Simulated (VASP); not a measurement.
# ZrOs (Pm-3m) in VASP: further runs

ZrOs is run at these levels: LDA; tasks: single point.

All numbers are computed with VASP 6.6.1; they aren't measurements. Logs are shortened: lines on timing, memory, paths and dates and some standing lists are left out, and cuts for length are marked.

**1. The cell of the first run**

It takes space group Pm-3m (No. 221, cubic). Conventional cell: a = 3.196 Å, b = 3.196 Å, c = 3.196 Å, α = 90.00°, β = 90.00°, γ = 90.00°. Within 3.6 Å of Zr (site symmetry m-3m) lie 8 Os at 2.77 Å and 6 Zr at 3.20 Å. Os (site symmetry m-3m) has 8 Zr at 2.77 Å and 6 Os at 3.20 Å within 3.6 Å.

**2. Single point, LDA (16.33 Å³/atom)**

INCAR reads:

```
SYSTEM = ZrOs
PREC = Accurate ; ENCUT = 520
EDIFF = 1E-6 ; ISMEAR = -1
SIGMA = 0.03 ; LREAL = .FALSE.
LASPH = .TRUE. ; NELM = 100
ALGO = Normal ; ISIF = 2
LWAVE = .FALSE. ; LCHARG = .FALSE.
NBANDS = 17
```

KPOINTS reads:

```
regular mesh
0
G
  13 13 13
  0 0 0
```

POSCAR reads:

```
ZrOs
1.0
    3.1963894727      0.0000000000      0.0000000000
    0.0000000000      3.1963894727      0.0000000000
    0.0000000000      0.0000000000      3.1963894727
Zr Os
1 1
Direct
    0.5000000000      0.5000000000      0.5000000000
    0.0000000000      0.0000000000      0.0000000000
```

Potentials or basis: VASP PAW LDA potentials, release 64 (Zr_sv, Os).

Run with:

```console
$ cat potpaw_LDA.64/Zr_sv/POTCAR potpaw_LDA.64/Os/POTCAR > POTCAR
$ mpirun -np 1 vasp_std > vasp.out
```

OUTCAR:

```text
SYSTEM = ZrOs
   PREC = Accurate
   ENCUT = 520
   EDIFF = 1E-6
   ISMEAR = -1
   LREAL = .FALSE.
   LASPH = .TRUE.
   NELM = 100
   ISIF = 2

 ion  position               nearest neighbor table
   1  0.500  0.500  0.500-   2 2.77   2 2.77   2 2.77   2 2.77   2 2.77   2 2.77   2 2.77   2 2.77

   2  0.000  0.000  0.000-   1 2.77   1 2.77   1 2.77   1 2.77   1 2.77   1 2.77   1 2.77   1 2.77

  LATTYP: Found a simple cubic cell.
 ALAT       =     3.1963894727

  Lattice vectors:

 A1 = (   3.1963894727,   0.0000000000,   0.0000000000)
 A2 = (   0.0000000000,   3.1963894727,   0.0000000000)
 A3 = (   0.0000000000,   0.0000000000,   3.1963894727)

Analysis of symmetry for initial positions (statically):
=====================================================================
 Subroutine PRICEL returns:
 Original cell was already a primitive cell.

 Routine SETGRP: Setting up the symmetry group for a
 simple cubic supercell.

 Subroutine GETGRP returns: Found 48 space group operations
 (whereof 48 operations were pure point group operations)
 out of a pool of 48 trial point group operations.

The static configuration has the point symmetry O_h .

Analysis of symmetry for dynamics (positions and initial velocities):
=====================================================================
 Subroutine PRICEL returns:
 Original cell was already a primitive cell.

 Routine SETGRP: Setting up the symmetry group for a
 simple cubic supercell.

 Subroutine GETGRP returns: Found 48 space group operations
 (whereof 48 operations were pure point group operations)
 out of a pool of 48 trial point group operations.

The dynamic configuration has the point symmetry O_h .

 Subroutine INISYM returns: Found 48 space group operations
 (whereof 48 operations are pure point group operations),
 and found     1 'primitive' translations

----------------------------------------------------------------------------------------

                                     Primitive cell

  volume of cell :      32.6572

  direct lattice vectors                    reciprocal lattice vectors
     3.196389473  0.000000000  0.000000000     0.312852989  0.000000000  0.000000000
     0.000000000  3.196389473  0.000000000     0.000000000  0.312852989  0.000000000
     0.000000000  0.000000000  3.196389473     0.000000000  0.000000000  0.312852989

  length of vectors
     3.196389473  3.196389473  3.196389473     0.312852989  0.312852989  0.312852989

[... 79 lines left out ...]
   NELM   =    100;   NELMIN=  2; NELMDL= -5     # of ELM steps
   EDIFF  = 0.1E-05   stopping-criterion for ELM
   LREAL  =      F    real-space projection
   EDIFFG = 0.1E-04   stopping-criterion for IOM
   NSW    =      0    number of steps for IOM
   IBRION =     -1    ionic relax: 0-MD 1-quasi-New 2-CG
   NFREE  =      0    steps in history (QN), initial steepest desc. (CG)
   ISIF   =      2    stress and relaxation
   ISYM   =      2    0-nonsym 1-usesym 2-fastsym
   POTIM  = 0.5000    time-step for ionic-motion
   TEBEG  =    0.0;   TEEND  =   0.0 temperature during run
   PSTRESS=    0.0 pullay stress
   NELECT =      20.0000    total number of electrons
   NUPDOWN=      -1.0000    fix difference up-down
   EMIN   =  10.00;   EMAX   =-10.00  energy-range for DOS
   EFERMI =   0.00;   METHOD = LEGACY
   ISMEAR =    -1;   SIGMA  =   0.03  broadening in eV -4-tet -1-fermi 0-gaus
   EFERMI_NEDOS =   21; number of points for ismear=-14 and -15
   IALGO  =     38    algorithm
   IMIX   =      4    mixing-type and parameters
     AMIX     =   0.40;   BMIX     =  1.00
     AMIX_MAG =   1.60;   BMIX_MAG =  1.00
  volume/ion in A,a.u.               =      16.33       110.19
  Fermi-wavevector in a.u.,A,eV,Ry     =   1.390246  2.627185 26.297140  1.932785
  Thomas-Fermi vector in A             =   2.514200
   LORBIT       =      0    0 simple, 1 ext, 2 COOP (PROOUT), +10 PAW based schemes
   GGA     = CA    functional components
   LHFCALC =     F    Hartree Fock is set to
   AEXX    =    0.0000 exact exchange contribution
   IVDW    =     0    specifies the selected vdW correction
   LEPSILON=     F    determine dielectric tensor
   LRPA    =     F    only Hartree local field effects (RPA)
 non-spin polarized calculation
  energy-cutoff  :      520.00
  volume of cell :       32.66
 maximum number of plane-waves:       903
 NGX is ok and might be reduce to    24
   NGX = 11   NGY = 11   NGZ = 11

 number of electron      20.0000000 magnetization

 Free energy of the ion-electron system (eV)
  ---------------------------------------------------
  ext. energy  EPLUGINS =         0.00000000
  ---------------------------------------------------
  free energy    TOTEN  =       -23.04741299 eV

  energy without entropy =      -23.04519679  energy(sigma->0) =      -23.04630489

 E-fermi :  10.5881     XC(G=0): -13.1539

 val. band max:       10.5135711378   @ k =   0.4615   0.1538   0.0000
 cond. band min:      10.5963570344   @ k =   0.4615   0.3846   0.0769
 fundamental gap:      0.0827858966
 Fermi energy:        10.5880709212

 k-point     1 :       0.0000    0.0000    0.0000
  band No.  band energies     occupation
      1     -37.8256      2.00000
      2     -15.8205      2.00000
      3     -15.8205      2.00000
      4     -15.8205      2.00000
      5       2.3450      2.00000
      6       4.8630      2.00000
[... 457 lines left out ...]
      4     -15.7571      2.00000
      5       4.8135      2.00000
      6       5.7957      2.00000
[... 9 lines left out ...]
     16      16.7981      0.00000
     17      21.8592      0.00000

 [... further k-points ...]

------------------------ aborting loop because EDIFF is reached ----------------------------------------

  FORCE on cell =-STRESS in cart. coord.  units (eV):
  Direction    XX          YY          ZZ          XY          YZ          ZX
  --------------------------------------------------------------------------------------
  -------------------------------------------------------------------------------------
  Total        1.5154535      1.5154535      1.5154535      0.0000000      0.0000000      0.0000000
  in kB       74.3488250     74.3488250     74.3488250      0.0000000      0.0000000      0.0000000
  external PRESSURE =      74.3488250 kB  Pullay stress =       0.0000000 kB

 VOLUME and BASIS-vectors are now :
 -----------------------------------------------------------------------------
  energy-cutoff  :      520.00
  volume of cell :       32.66
      direct lattice vectors                 reciprocal lattice vectors
     3.196389473  0.000000000  0.000000000     0.312852989  0.000000000  0.000000000
     0.000000000  3.196389473  0.000000000     0.000000000  0.312852989  0.000000000
     0.000000000  0.000000000  3.196389473     0.000000000  0.000000000  0.312852989

 POSITION                                       TOTAL-FORCE (eV/Angst)
 -----------------------------------------------------------------------------------
      1.59819      1.59819      1.59819         0.000000      0.000000      0.000000
      0.00000      0.00000      0.00000         0.000000      0.000000      0.000000
 -----------------------------------------------------------------------------------
    total drift:                                0.000000     -0.000000     -0.000000

  FREE ENERGIE OF THE ION-ELECTRON SYSTEM (eV)
  ---------------------------------------------------
  free  energy   TOTEN  =       -23.0474129891 eV

  energy  without entropy=      -23.0451967915  energy(sigma->0) =      -23.04630489
```

Wall time 10 s (1 thread of Intel Xeon 6975P-C (Granite Rapids), shared host); peak memory 0.16 GiB.

What came out:

| Quantity | Value |
| --- | --- |
| Free energy | -23.0474 eV |
| Pressure | 7.4 GPa |
| Band gap on the k mesh | zero (bands 10 and 11 overlap by 1.19 eV) |

Levels at points of the mesh, in eV from the Fermi level:
```csv
k point,band 6,band 7,band 8,band 9,band 10,band 11,band 12,band 13,band 14,band 15
"(0.00, 0.00, 0.00)",-5.73,-5.73,-1.80,-1.80,-1.80,2.16,2.16,5.52,5.52,5.52
```

Caveat: the cell stands under pressure; spin-orbit coupling is left out, which moves the levels of the heavy elements.

**3. Single point, LDA (16.68 Å³/atom)**

This run uses another cell than the first one, of 16.68 Å³/atom.

INCAR reads:

```
SYSTEM = ZrOs
  PREC = Accurate
  ENCUT = 520
  EDIFF = 1E-7
  ISMEAR = -1
  SIGMA = 0.03
  LREAL = .False.
  LASPH = .True.
  NELM = 100
  ALGO = Normal
  ISIF = 2
  LWAVE = .False.
  LCHARG = .True.
  GGA = CA
  LELF = .True.
  LVHAR = .True.
  NBANDS = 17
```

KPOINTS reads:

```
Automatic mesh
0
Gamma
  13 13 13
  0 0 0
```

POSCAR reads:

```
ZrOs
1.0
    3.2188999994      0.0000000000      0.0000000000
    0.0000000000      3.2188999994      0.0000000000
    0.0000000000      0.0000000000      3.2188999994
Zr Os
1 1
Direct
    0.5000000000      0.5000000000      0.5000000000
    0.0000000000      0.0000000000      0.0000000000
```

Potentials or basis: VASP PAW LDA potentials, release 64 (Zr_sv, Os).

Run with:

```console
$ cat potpaw_LDA.64/Zr_sv/POTCAR potpaw_LDA.64/Os/POTCAR > POTCAR
$ mpirun -np 1 vasp_std > vasp.out
```

OUTCAR:

```text
SYSTEM = ZrOs
   PREC = Accurate
   ENCUT = 520
   EDIFF = 1E-7
   ISMEAR = -1
   LREAL = .False.
   LASPH = .True.
   NELM = 100
   ISIF = 2
   GGA = CA

 ion  position               nearest neighbor table
   1  0.500  0.500  0.500-   2 2.79   2 2.79   2 2.79   2 2.79   2 2.79   2 2.79   2 2.79   2 2.79

   2  0.000  0.000  0.000-   1 2.79   1 2.79   1 2.79   1 2.79   1 2.79   1 2.79   1 2.79   1 2.79

  LATTYP: Found a simple cubic cell.
 ALAT       =     3.2188999994

  Lattice vectors:

 A1 = (   3.2188999994,   0.0000000000,   0.0000000000)
 A2 = (   0.0000000000,   3.2188999994,   0.0000000000)
 A3 = (   0.0000000000,   0.0000000000,   3.2188999994)

Analysis of symmetry for initial positions (statically):
=====================================================================
 Subroutine PRICEL returns:
 Original cell was already a primitive cell.

 Routine SETGRP: Setting up the symmetry group for a
 simple cubic supercell.

 Subroutine GETGRP returns: Found 48 space group operations
 (whereof 48 operations were pure point group operations)
 out of a pool of 48 trial point group operations.

The static configuration has the point symmetry O_h .

Analysis of symmetry for dynamics (positions and initial velocities):
=====================================================================
 Subroutine PRICEL returns:
 Original cell was already a primitive cell.

 Routine SETGRP: Setting up the symmetry group for a
 simple cubic supercell.

 Subroutine GETGRP returns: Found 48 space group operations
 (whereof 48 operations were pure point group operations)
 out of a pool of 48 trial point group operations.

The dynamic configuration has the point symmetry O_h .

 Subroutine INISYM returns: Found 48 space group operations
 (whereof 48 operations are pure point group operations),
 and found     1 'primitive' translations

[... 109 lines left out ...]
   ISMEAR =    -1;   SIGMA  =   0.03  broadening in eV -4-tet -1-fermi 0-gaus
   EFERMI_NEDOS =   21; number of points for ismear=-14 and -15
   IALGO  =     38    algorithm
   IMIX   =      4    mixing-type and parameters
     AMIX     =   0.40;   BMIX     =  1.00
     AMIX_MAG =   1.60;   BMIX_MAG =  1.00
  volume/ion in A,a.u.               =      16.68       112.54
  Fermi-wavevector in a.u.,A,eV,Ry     =   1.380524  2.608812 25.930622  1.905847
  Thomas-Fermi vector in A             =   2.505393
   LORBIT       =      0    0 simple, 1 ext, 2 COOP (PROOUT), +10 PAW based schemes
   GGA     = CA    functional components
   LHFCALC =     F    Hartree Fock is set to
   AEXX    =    0.0000 exact exchange contribution
   IVDW    =     0    specifies the selected vdW correction
   LEPSILON=     F    determine dielectric tensor
   LRPA    =     F    only Hartree local field effects (RPA)
 non-spin polarized calculation
  energy-cutoff  :      520.00
  volume of cell :       33.35
 maximum number of plane-waves:       916
 NGX is ok and might be reduce to    24
   NGX = 11   NGY = 11   NGZ = 11

 number of electron      20.0000000 magnetization

 Free energy of the ion-electron system (eV)
  ---------------------------------------------------
  ext. energy  EPLUGINS =         0.00000000
  ---------------------------------------------------
  free energy    TOTEN  =       -23.06837434 eV

  energy without entropy =      -23.06594863  energy(sigma->0) =      -23.06716149

 E-fermi :  10.2778     XC(G=0): -13.0429

 val. band max:       10.2736111971   @ k =   0.4615   0.3846   0.0769
 cond. band min:      10.3012405259   @ k =   0.4615   0.4615   0.1538
 fundamental gap:      0.0276293288
 Fermi energy:        10.2778294945

 k-point     1 :       0.0000    0.0000    0.0000
  band No.  band energies     occupation
      1     -38.1605      2.00000
      2     -16.1604      2.00000
      3     -16.1604      2.00000
      4     -16.1604      2.00000
      5       2.1404      2.00000
      6       4.7371      2.00000
[... 457 lines left out ...]
      4     -16.1006      2.00000
      5       4.6313      2.00000
      6       5.6094      2.00000
[... 9 lines left out ...]
     16      16.3600      0.00000
     17      21.2787      0.00000

 [... further k-points ...]

------------------------ aborting loop because EDIFF is reached ----------------------------------------

  FORCE on cell =-STRESS in cart. coord.  units (eV):
  Direction    XX          YY          ZZ          XY          YZ          ZX
  --------------------------------------------------------------------------------------
  -------------------------------------------------------------------------------------
  Total        0.4192746      0.4192746      0.4192746      0.0000000      0.0000000      0.0000000
  in kB       20.1412614     20.1412614     20.1412614      0.0000000      0.0000000      0.0000000
  external PRESSURE =      20.1412614 kB  Pullay stress =       0.0000000 kB

 VOLUME and BASIS-vectors are now :
 -----------------------------------------------------------------------------
  energy-cutoff  :      520.00
  volume of cell :       33.35
      direct lattice vectors                 reciprocal lattice vectors
     3.218899999  0.000000000  0.000000000     0.310665134  0.000000000  0.000000000
     0.000000000  3.218899999  0.000000000     0.000000000  0.310665134  0.000000000
     0.000000000  0.000000000  3.218899999     0.000000000  0.000000000  0.310665134

 POSITION                                       TOTAL-FORCE (eV/Angst)
 -----------------------------------------------------------------------------------
      1.60945      1.60945      1.60945         0.000000      0.000000      0.000000
      0.00000      0.00000      0.00000         0.000000      0.000000      0.000000
 -----------------------------------------------------------------------------------
    total drift:                                0.000000     -0.000000     -0.000000

  FREE ENERGIE OF THE ION-ELECTRON SYSTEM (eV)
  ---------------------------------------------------
  free  energy   TOTEN  =       -23.0683743421 eV

  energy  without entropy=      -23.0659486343  energy(sigma->0) =      -23.06716149
```

Wall time 9.9 s (1 thread of Intel Xeon 6975P-C (Granite Rapids), shared host); peak memory 0.16 GiB.

What came out:

* Free energy: -23.0684 eV
* Pressure: 2.0 GPa
* Band gap on the k mesh: zero (bands 10 and 11 overlap by 1.12 eV)

Levels at points of the mesh, in eV from the Fermi level:
```tsv
k point	band 8	band 9	band 10	band 11	band 12	band 13
(0.00, 0.00, 0.00)	-1.73	-1.73	-1.73	2.13	2.13	5.40
```

Caveat: spin-orbit coupling is left out, which moves the levels of the heavy elements.

**4. Single point, LDA (17.02 Å³/atom)**

This run uses another cell than the first one, of 17.02 Å³/atom.

INCAR reads:

```
PREC     = Accurate       # precision mode
ENCUT    = 520            # plane-wave cutoff, eV
EDIFF    = 1E-6           # SCF threshold, eV
ISMEAR   = -1             # smearing method
SIGMA    = 0.03           # smearing width, eV
LREAL    = False          # projectors in reciprocal space
LASPH    = True           # aspherical terms in the spheres
NELM     = 100            # most SCF steps
ALGO     = Normal         # electronic algorithm
ISIF     = 2              # what is computed and relaxed
LWAVE    = False          # write WAVECAR
LCHARG   = False          # write CHGCAR
NBANDS   = 17             # bands
```

KPOINTS reads:

```
regular mesh
0
Gamma
  13 13 13
```

POSCAR reads:

```
ZrOs
1.0
    3.2411000113      0.0000000000      0.0000000000
    0.0000000000      3.2411000113      0.0000000000
    0.0000000000      0.0000000000      3.2411000113
Zr Os
1 1
Direct
    0.5000000000      0.5000000000      0.5000000000
    0.0000000000      0.0000000000      0.0000000000
```

Run with:

```console
$ cat potpaw_LDA.64/Zr_sv/POTCAR potpaw_LDA.64/Os/POTCAR > POTCAR
$ mpirun -np 1 vasp_std > vasp.out
```

Run time: 10 s. Hardware: 1 thread of Intel Xeon 6975P-C (Granite Rapids), shared host; peak memory 0.17 GiB.

Results (log left out):

| Property | Result |
| --- | --- |
| Free energy | -23.0672 eV |
| Pressure | -2.8 GPa |
| Band gap on the k mesh | zero (bands 10 and 11 overlap by 1.07 eV) |

Levels at points of the mesh, in eV from the Fermi level:
```csv
k point,band 6,band 7,band 8,band 9,band 10,band 11,band 12,band 13,band 14,band 15
"(0.00, 0.00, 0.00)",-5.37,-5.37,-1.67,-1.67,-1.67,2.11,2.11,5.28,5.28,5.28
```

Caveat: spin-orbit coupling is left out, which moves the levels of the heavy elements.

**5. Single point, LDA (17.20 Å³/atom)**

This run uses another cell than the first one, of 17.20 Å³/atom.

INCAR reads:

```
SYSTEM = ZrOs
PREC = Accurate ; ENCUT = 520
EDIFF = 1E-6 ; ISMEAR = -1
SIGMA = 0.03 ; LREAL = .FALSE.
LASPH = .TRUE. ; NELM = 80
ALGO = Normal ; ISIF = 2
LWAVE = .FALSE. ; LCHARG = .FALSE.
GGA = CA ; NBANDS = 17
```

KPOINTS reads:

```
Automatic mesh
0
G
  13 13 13
  0 0 0
```

POSCAR reads:

```
ZrOs
1.0
    3.2520868750      0.0000000000      0.0000000000
    0.0000000000      3.2520868750      0.0000000000
    0.0000000000      0.0000000000      3.2520868750
Zr Os
1 1
Direct
    0.5000000000      0.5000000000      0.5000000000
    0.0000000000      0.0000000000      0.0000000000
```

Run with:

```console
$ cat potpaw_LDA.64/Zr_sv/POTCAR potpaw_LDA.64/Os/POTCAR > POTCAR
$ mpirun -np 1 vasp_std > vasp.out
```

It took 9.5 s on 1 thread of Intel Xeon 6975P-C (Granite Rapids), shared host; peak memory 0.16 GiB.

The run converged. Its results:

```
Free energy            : -23.0590 eV
Pressure               : -5.0 GPa
Band gap on the k mesh : zero (bands 10 and 11 overlap by 1.04 eV)
```

Levels at points of the mesh, in eV from the Fermi level:
```
           k point  band 7  band 8  band 9  band 10  band 11  band 12  band 13  band 14
(0.00, 0.00, 0.00)   -5.29   -1.64   -1.64    -1.64     2.09     2.09     5.22     5.22
```

Caveat: the cell stands under tension; spin-orbit coupling is left out, which moves the levels of the heavy elements.

(Continued in part 2 of 2.)
